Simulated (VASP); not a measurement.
Runs of VASP 6.6.1 on GdO. The structure is that of space group F-43m (No. 216), or close to it. The cells are those of the table. 

```tsv
level	U	cell	k mesh	grid for exact exchange (PRECFOCK)	share of exact exchange	k mesh for the DOS	occupations for the DOS	gap on the mesh (eV)	pressure (GPa)	moment (μB)
PBE-based global hybrid with 50 % exact exchange	-	a = 3.818 Å, angles 60.0°, 2 atoms	5 × 5 × 5	Normal	0.5	-	-	1.83	(a)	(c)
PBEsol	-	a = 3.818 Å, angles 60.0°, 2 atoms	9 × 9 × 9	-	-	-	-	none	-4.4	7.52
PBEsol+U	Gd f U = 2.0 eV	a = 3.818 Å, angles 60.0°, 2 atoms	9 × 9 × 9	-	-	14 × 14 × 14	tetrahedron	-	-	7.83
r2SCAN	-	a = 3.893 Å, angles 60.0°, 2 atoms	9 × 9 × 9	-	-	-	-	none	-7.5	7.93
PBE	-	a = 3.818 Å, angles 60.0°, 2 atoms	9 × 9 × 9	-	-	-	-	none	(d)	7.57
PBE	-	a = 3.793 Å, angles 60.0°, 2 atoms	9 × 9 × 9	-	-	-	-	none	1.4	7.57
r2SCAN	-	a = 3.869 Å, angles 60.0°, 2 atoms	9 × 9 × 9	-	-	-	-	none	(b)	7.93
LDA	-	a = 3.869 Å, angles 60.0°, 2 atoms	9 × 9 × 9	-	-	-	-	none	-10.1	6.87
PBEsol+U	Gd f U = 5.0 eV	a = 3.818 Å, angles 60.0°, 2 atoms	9 × 9 × 9	-	-	14 × 14 × 14	tetrahedron	-	-	7.91
r2SCAN	-	a = 3.818 Å, angles 60.0°, 2 atoms	9 × 9 × 9	-	-	-	-	none	-2.4	7.94
PBEsol	-	a = 3.818 Å, angles 60.0°, 2 atoms	9 × 9 × 9	-	-	14 × 14 × 14	tetrahedron	-	-	7.52
r2SCAN	-	a = 3.767 Å, angles 60.0°, 2 atoms	9 × 9 × 9	-	-	-	-	none	2.0	7.94
```

Alike in all rows: task single point; potentials or basis VASP PAW PBE potentials, release 64 (Gd, O); spin collinear, ferromagnetic start; cutoff (eV) 520; smearing fermi-dirac 0.05 eV.

Task: Estimate the missing entries.

Result: (a) -3.4; (b) -6.0; (c) 8.00; (d) -0.5.

Caveats: spin-orbit coupling is left out, which moves the levels of the heavy elements; a cell with one magnetic atom can't hold antiferromagnetic order, which such compounds often take; the PAW data sets were made with another functional, which shifts forces and pressure a little (at least some runs); semilocal functionals describe open f shells poorly, which spoils levels, moments and volumes (at least some runs); the cell stands under tension (at least some runs); tetrahedron occupations give inexact forces and stress in metals (at least some runs); an odd mesh through Γ misses points on the zone boundary, where band edges can lie (at least some runs).

A k mesh can miss the band edges, and the runs leave out spin-orbit coupling on Gd.

A gap of «none» marks levels without a gap at the run's occupations.
